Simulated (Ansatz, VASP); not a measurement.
**Si2Mo: VASP beside Ansatz**

```
Si Mo
1.0
    -1.62106    1.62106    3.98222
     1.62106   -1.62106    3.98222
     1.62106    1.62106   -3.98222
Si Mo
2 1
Direct
  0.33300 0.33300 0.00000
  0.66700 0.66700 0.00000
  0.00000 0.00000 0.00000
```

Alike in both runs: task single point; functional PBE; k mesh 13 × 13 × 13; occupations fermi-dirac, width 0.05 eV; no spin polarisation.

```csv
,VASP,Ansatz
version,VASP 6.6.1,Ansatz 0.2.0
potentials or method,"VASP PAW PBE potentials, release 64 (Si, Mo_sv), cutoff 520 eV","plane waves, PAW"
valence electrons in the cell,22,22
```

```tsv
	VASP	Ansatz	Ansatz less VASP
pressure (GPa)	-5.5	-5.6	-0.16
traceless stress, the component that is largest in VASP (GPa)	-1.45	-1.45	+0.005
```

Ansatz's warnings: stress scf threshold loose.
